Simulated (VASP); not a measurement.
Input of a VASP 6.6.1 run:

INCAR

```
SYSTEM = Al
PREC = Accurate
ENCUT = 520
EDIFF = 1E-6
ISMEAR = 0
SIGMA = 0.15
LREAL = .FALSE.
LASPH = .TRUE.
NELM = 60
ALGO = Fast
ISIF = 2
LWAVE = .FALSE.
LCHARG = .FALSE.
GGA = PE
IVDW = 12
NBANDS = 14
```

Contents of KPOINTS:

```
regular mesh
0
G
  18 18 4
  0 0 0
```

Contents of POSCAR:

```
Al
1.0
    2.8144222649      0.0000000000      0.0000000000
   -1.4072111325      2.4373611784      0.0000000000
    0.0000000000      0.0000000000      9.2410470711
Al
4
Direct
   -0.2239983014     -0.1245199122      0.0000000000
    0.3333333333      0.6666666667      0.2500000000
    0.2239983014      0.1245199122      0.5000000000
    0.6666666667      0.3333333333      0.7500000000
```

Potentials or basis: VASP PAW PBE potentials, release 64 (Al).

Run with:

```bash
$ cat potpaw_PBE.64/Al/POTCAR > POTCAR
$ mpirun -np 1 vasp_std > vasp.out
```

(1) What does it give for the dispersion energy per atom?

(2) Predict the band gap on the k mesh.

Answers

(1) -0.351 eV.

(2) zero (bands 6 and 7 overlap by 5.53 eV).

Caveat: the cell differs from its parent crystal (atoms displaced along a vibrational mode).
